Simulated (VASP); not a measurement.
## MnC2: single point with PBE

Crystal: MnC2.

```
Mn C
1.0
     0.00000    2.90229    2.90229
     2.90229    0.00000    2.90229
     2.90229    2.90229    0.00000
Mn C
2 4
Direct
  0.00000 0.00000 0.00000
  0.25000 0.25000 0.25000
  0.62500 0.62500 0.62500
  0.12500 0.62500 0.62500
  0.62500 0.62500 0.12500
  0.62500 0.12500 0.62500
```

```yaml
Program: VASP 6.6.1
Task: single point
Functional: PBE
Potentials_or_basis: VASP PAW PBE potentials, release 64 (Mn_pv, C)
Cutoff: 520 eV
k_mesh: 6 × 6 × 6
Occupations: gaussian, width 0.1 eV
Spin: collinear spin, ferromagnetic start
Starting_moments: "[3.65, 3.65, 0.0, 0.0, 0.0, 0.0] μB"
```

The pressure is 0.3 GPa and the net moment is 5.45 μB per cell. The site moments are Mn +2.67; C +0.00 μB. The valence electrons inside the program's atomic spheres are Mn 11.72; C 2.16.

Levels at points of the mesh, in eV from the Fermi level:
Spin up:
| k point | band 21 | band 22 | band 23 | band 24 | band 25 | band 26 | band 27 | band 28 |
| --- | --- | --- | --- | --- | --- | --- | --- | --- |
| (0.00, 0.00, 0.00) | -1.06 | 0.45 | 0.45 | 0.45 | 1.12 | 1.47 | 1.47 | 5.13 |
| (0.50, 0.00, 0.00) | -0.99 | -0.82 | -0.82 | 0.56 | 1.08 | 1.33 | 1.33 | 1.55 |
| (0.50, 0.50, 0.00) | -0.85 | -0.85 | 0.87 | 0.87 | 1.17 | 1.17 | 2.00 | 2.00 |
Spin down:
```tsv
k point	band 14	band 15	band 16	band 17	band 18	band 19	band 20	band 21	band 22	band 23
(0.00, 0.00, 0.00)	-6.81	-5.53	-5.53	0.27	0.27	0.27	1.90	1.92	1.92	2.67
(0.50, 0.00, 0.00)	-2.62	-2.62	-1.34	-0.63	-0.63	0.74	1.03	1.10	1.10	1.48
(0.50, 0.50, 0.00)	-2.27	-1.11	-1.11	-1.08	-1.08	-1.00	-1.00	0.98	0.98	1.62
```

Wall time 100 s on 1 thread of Oxide Virtual Turin-like Processor, on a shared host, peak memory 0.18 GiB.
